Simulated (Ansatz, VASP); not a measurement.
Two plane-wave programs on KH3

```
K H
1.0
    -4.26163    4.26163    4.85285
     4.26163   -4.26163    4.85285
     4.26163    4.26163   -4.85285
K H
2 6
Direct
  0.50000 0.50000 0.00000
  0.00000 0.00000 0.00000
  0.46888 0.96888 0.43776
  0.96888 0.53112 0.50000
  0.75000 0.75000 0.00000
  0.53112 0.03112 0.56224
  0.03112 0.46888 0.50000
  0.25000 0.25000 0.00000
```

Alike in both runs: functional PBE; k mesh 8 × 8 × 8; occupations gaussian, width 0.1 eV; no spin polarisation.

Ansatz relaxed the structure, and its values are those at the end. VASP's run is a single point on that final structure, the one shown.

|  | VASP | Ansatz |
| --- | --- | --- |
| version | VASP 6.6.1 | Ansatz 0.2.0 |
| potentials or method | VASP PAW PBE potentials, release 64 (K_sv, H), cutoff 520 eV | scalar-relativistic, plane waves, PAW |
| valence electrons in the cell | 24 | 24 |

|  | VASP | Ansatz | Ansatz less VASP |
| --- | --- | --- | --- |
| gap on the k mesh at the Fermi level (eV) | 2.59 | 2.59 | 0.000 |
| least direct gap on the mesh (eV) | 2.69 | 2.69 | 0.000 |
| pressure (GPa) | 0.0 | 0.0 | +0.04 |

Ansatz's warnings: xc potential rough in thin density.
